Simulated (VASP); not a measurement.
**NaCl: single point with r2SCAN0**

Crystal: NaCl.

```
Cl Na
1.0
     0.00000    2.79406    2.79406
     2.79406    0.00000    2.79406
     2.79406    2.79406    0.00000
Cl Na
1 1
Direct
  0.50000 0.50000 0.50000
  0.00000 0.00000 0.00000
```

```yaml
Program: VASP 6.6.1
Task: single point
Functional: r2SCAN0
Potentials_or_basis: VASP PAW PBE potentials, release 64 (Cl, Na_pv)
Cutoff: 520 eV
k_mesh: 5 × 5 × 5
Occupations: fermi-dirac, width 0.05 eV
Spin: no spin polarisation
Dipole_correction: no
Grid_for_exact_exchange_PRECFOCK: Normal
Further_INCAR_settings: ALGO = Normal; EDIFF = 1e-06; NBANDS = 14
Share_of_exact_exchange: 0.25
```

```json
{
 "Pressure": "0.0 GPa",
 "Band gap on the k mesh": "7.80 eV"
}
```

Levels at points of the mesh, in eV from the valence-band top:
| k point | band 3 | band 4 | band 5 | band 6 | band 7 | band 8 | band 9 | band 10 | band 11 | band 12 |
| --- | --- | --- | --- | --- | --- | --- | --- | --- | --- | --- |
| (0.00, 0.00, 0.00) | -23.37 | -14.31 | 0.00 | 0.00 | 0.00 | 7.80 | 13.79 | 13.79 | 13.79 | 16.24 |

It took 18 min on 1 thread of AMD EPYC 7R43 64-Core Processor (Zen 3) (shared host), peak memory 0.14 GiB.

Caveat: the PAW data sets were made with another functional, which shifts forces and pressure a little.
